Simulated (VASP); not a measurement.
Input of a VASP 6.6.1 run:

INCAR

```
SYSTEM = PbS
ALGO = Normal
EDIFF = 1E-6
ENCUT = 520
GGA = CA
ISIF = 2
ISMEAR = -1
LASPH = .True.
LCHARG = .True.
LELF = .True.
LREAL = .False.
LVHAR = .True.
LWAVE = .False.
NBANDS = 17
NELM = 80
PREC = Accurate
SIGMA = 0.01
```

The input KPOINTS:

```
k-points
0
Gamma
  8 8 8
  0 0 0
```

Contents of POSCAR:

```
PbS
1.0
    0.0000000000      3.0539500000      2.9650000000
    3.0539500000      0.0000000000      2.9650000000
    3.0539500000      3.0539500000      0.0000000000
Pb S
1 1
Direct
    0.0000000000      0.0000000000      0.0000000000
    0.5000000000      0.5000000000      0.5000000000
```

Potentials or basis: VASP PAW LDA potentials, release 64 (Pb_d, S).

Command:

```bash
$ cat potpaw_LDA.64/Pb_d/POTCAR potpaw_LDA.64/S/POTCAR > POTCAR
$ mpirun -np 1 vasp_std > vasp.out
```

Problem. Predict the pressure.

Solution. -5.2 GPa.

Problem. Estimate the band gap on the k mesh.

Solution. 0.38 eV.

Stress tensor (GPa, compression positive):
```
-6.11  0.00  0.00
 0.00 -6.11  0.00
 0.00  0.00 -3.32
```

Caveat: the cell differs from its parent crystal (equal xx and yy strain of +3 %); the cell stands under tension; spin-orbit coupling is left out, which moves the levels of the heavy elements. A k mesh can miss the band edges.
